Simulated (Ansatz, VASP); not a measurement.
# B3AsN2: VASP beside Ansatz

```xyz
6
Lattice="-1.4210 1.4210 6.0670 1.4210 -1.4210 6.0670 1.4210 1.4210 -6.0670" Properties=species:S:1:pos:R:3 pbc="T T T"
N     0.0000    0.0000    2.1849
N     0.0000    0.0000    9.9490
B     0.0000    1.4210    3.0335
B     1.4210    0.0000    4.7358
B     1.4210    0.0000    1.3312
As    0.0000    0.0000    6.0670
```

Alike in both runs: task single point; functional PBE; k mesh 12 × 12 × 12; occupations fermi-dirac, width 0.02 eV; non-collinear spin, spin-orbit coupling.

|  | VASP | Ansatz |
| --- | --- | --- |
| version | VASP 6.6.1 | Ansatz 0.2.0 |
| potentials or method | VASP PAW PBE potentials, release 64 (N, B, As) | plane waves, PAW |
| plane-wave cutoff (eV) | 600 | 420 |
| valence electrons in the cell | 24 | 34 |

|  | VASP | Ansatz | Ansatz less VASP |
| --- | --- | --- | --- |
| pressure (GPa) | 3.8 | 3.1 | -0.71 |
| rms of the force components (eV/Å) | 0.131 | 0.089 | -0.0414 |

VASP's potentials hold 24 valence electrons a cell and Ansatz's 34, so a difference there can come from the potentials and not from the codes.
